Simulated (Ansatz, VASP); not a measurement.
# BN: VASP beside Ansatz

```
CELL_PARAMETERS angstrom
0.00000 1.82057 1.79428
1.82057 0.00000 1.79428
1.82057 1.82057 0.00000
ATOMIC_POSITIONS crystal
B 0.00000 0.00000 0.00000
N 0.25000 0.25000 0.25000
```

Alike in both runs: task single point; functional PBEsol; k mesh 10 × 10 × 10; no spin polarisation.

|  | VASP | Ansatz |
| --- | --- | --- |
| version | VASP 6.6.1 | Ansatz 0.2.0 |
| potentials or method | VASP PAW PBE potentials, release 64 (B, N), cutoff 600 eV | scalar-relativistic, all-electron LAPW |
| occupations | gaussian, width 0.01 eV | fixed |

Ansatz gave:

| Quantity | Value |
| --- | --- |
| gap on the k mesh at the Fermi level (eV) | 4.02 |
| least direct gap on the mesh (eV) | 8.57 |
| pressure (GPa) | -5.6 |
| traceless stress, the component that is largest in VASP (GPa) | 5.73 |

Estimate VASP's values.

gap on the k mesh at the Fermi level (eV): 4.01; least direct gap on the mesh (eV): 8.57; pressure (GPa): -5.3; traceless stress, the component that is largest in VASP (GPa): 5.72.

VASP's potentials were made for PBE, not for PBEsol. Ansatz ran all-electron here, and VASP with PAW potentials.
